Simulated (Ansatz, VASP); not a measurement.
## SnTe: VASP beside Ansatz

```
CELL_PARAMETERS angstrom
3.72640 0.00000 0.00000
0.00000 3.72640 0.00000
0.00000 0.00000 3.72640
ATOMIC_POSITIONS crystal
Sn 0.00000 0.00000 0.00000
Te 0.50000 0.50000 0.50000
```

Change from the starting cell: volume scaled by 0.88, LAPW.

Alike in both runs: task single point; functional PBE; k mesh 13 × 13 × 13; occupations fermi-dirac, width 0.05 eV; no spin polarisation.

```csv
,VASP,Ansatz
version,VASP 6.6.1,Ansatz 0.2.0
potentials or method,"VASP PAW PBE potentials, release 64 (Sn_d, Te), cutoff 520 eV","all-electron LAPW, scalar-relativistic"
```

|  | VASP | Ansatz | Ansatz less VASP |
| --- | --- | --- | --- |
| pressure (GPa) | 6.9 | 6.9 | +0.05 |

Ansatz ran all-electron here, and VASP with PAW potentials.

Neither program's run includes spin-orbit coupling.
